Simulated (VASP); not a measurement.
Wanted: the native input for a VASP 6.6.1 run.

```
Task                               : single point
Functional                         : PBE0
Potentials or basis                : VASP PAW PBE potentials, release 64 (Sn_d, O, Mg)
Cutoff                             : 520 eV
k mesh                             : 4 × 4 × 4
Occupations                        : fermi-dirac, width 0.02 eV
Spin                               : no spin polarisation
Dipole correction                  : no
Grid for exact exchange (PRECFOCK) : Fast
Further INCAR settings             : ALGO = Normal; EDIFF = 1e-07; NBANDS = 21
Share of exact exchange            : 0.25
```

Crystal: Mg3SnO.

```
CELL_PARAMETERS angstrom
4.34514 0.00000 0.00000
0.00000 4.34514 0.00000
0.00000 0.00000 4.34514
ATOMIC_POSITIONS crystal
Sn 0.00000 0.00000 0.00000
O 0.50000 0.50000 0.50000
Mg 0.50000 0.50000 0.00000
Mg 0.50000 0.00000 0.50000
Mg 0.00000 0.50000 0.50000
```

These files were run (other wordings do the same):

POSCAR

```
Mg3SnO
1.0
    4.3451367225      0.0000000000      0.0000000000
    0.0000000000      4.3451367225      0.0000000000
    0.0000000000      0.0000000000      4.3451367225
Sn O Mg
1 1 3
Direct
    0.0000000000      0.0000000000      0.0000000000
    0.5000000000      0.5000000000      0.5000000000
    0.5000000000      0.5000000000      0.0000000000
    0.5000000000      0.0000000000      0.5000000000
    0.0000000000      0.5000000000      0.5000000000
```

INCAR.step1

```
SYSTEM = Mg3SnO
ALGO = Normal
EDIFF = 1E-5
ENCUT = 520
GGA = PE
ISIF = 2
ISMEAR = -1
LASPH = .TRUE.
LCHARG = .FALSE.
LREAL = .FALSE.
LWAVE = .TRUE.
NBANDS = 21
NELM = 80
PREC = Accurate
SIGMA = 0.02
```

INCAR.step2

```
SYSTEM = Mg3SnO
AEXX = 0.25
ALGO = Normal
EDIFF = 1E-7
ENCUT = 520
GGA = PE
ISIF = 2
ISMEAR = -1
ISTART = 1
LASPH = .TRUE.
LCHARG = .FALSE.
LHFCALC = .TRUE.
LREAL = .FALSE.
LWAVE = .FALSE.
NBANDS = 21
NELM = 80
PREC = Accurate
PRECFOCK = Fast
SIGMA = 0.02
```

KPOINTS

```
k-points
0
G
  4 4 4
  0 0 0
```

Potentials or basis: VASP PAW PBE potentials, release 64 (Sn_d, O, Mg).

Command:

```sh
$ cat potpaw_PBE.64/Sn_d/POTCAR potpaw_PBE.64/O/POTCAR potpaw_PBE.64/Mg/POTCAR > POTCAR
$ cp INCAR.step1 INCAR
$ mpirun -np 1 vasp_std > vasp.out
$ cp INCAR.step2 INCAR
$ mpirun -np 1 vasp_std > vasp.out
```

It gave:

```
Pressure               : -0.2 GPa
Band gap on the k mesh : 1.28 eV (least direct gap 1.30 eV)
```

Caveat: the PAW data sets were made with another functional, which shifts forces and pressure a little; spin-orbit coupling is left out, which moves the levels of the heavy elements.

It took 12 min on 1 thread of Intel(R) Xeon(R) Platinum 8259CL CPU @ 2.50GHz (Skylake/Cascade Lake) (shared host), peak memory 0.2 GiB.
